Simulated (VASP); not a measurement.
A run of VASP 6.6.1 is set up as follows.

File POSCAR:

```
NaI
1.0
    0.0000000000      3.1393080000      3.2364000000
    3.1393080000      0.0000000000      3.2364000000
    3.1393080000      3.1393080000      0.0000000000
Na I
1 1
Direct
    0.0000000000      0.0000000000      0.0000000000
    0.5000000000      0.5000000000      0.5000000000
```

The input INCAR.step1:

```
SYSTEM = NaI
PREC = Accurate
ENCUT = 520
ISMEAR = 0
SIGMA = 0.05
LREAL = .FALSE.
LASPH = .TRUE.
NELM = 60
NBANDS = 14
GGA = PE
ALGO = Normal
EDIFF = 1E-4
LWAVE = .TRUE.
LCHARG = .FALSE.
```

Contents of INCAR.step2:

```
SYSTEM = NaI
PREC = Accurate
ENCUT = 520
EDIFF = 1E-6
ISMEAR = 0
SIGMA = 0.05
LREAL = .FALSE.
LASPH = .TRUE.
NELM = 60
ALGO = Normal
ISIF = 2
LWAVE = .FALSE.
LCHARG = .FALSE.
METAGGA = R2SCAN
LMIXTAU = .TRUE.
NBANDS = 14
ISTART = 1
```

The input KPOINTS:

```
regular mesh
0
G
  6 6 6
  0 0 0
```

Potentials or basis: VASP PAW PBE potentials, release 64 (Na_pv, I).

Run with:

```bash
$ cat potpaw_PBE.64/Na_pv/POTCAR potpaw_PBE.64/I/POTCAR > POTCAR
$ cp INCAR.step1 INCAR
$ mpirun -np 1 vasp_std > vasp.out
$ cp INCAR.step2 INCAR
$ mpirun -np 1 vasp_std > vasp.out
```

Q: Predict the band gap on the k mesh.

A: 4.62 eV.

Q: Predict the pressure.

A: 1.0 GPa.

Stress tensor (GPa, compression positive):
```
1.40 0.00 0.00
0.00 1.40 0.00
0.00 0.00 0.34
```

Caveat: the cell differs from its parent crystal (strain -0.030 along x and y, +0.000 along z); the PAW data sets were made with another functional, which shifts forces and pressure a little; spin-orbit coupling is left out, which moves the levels of the heavy elements.
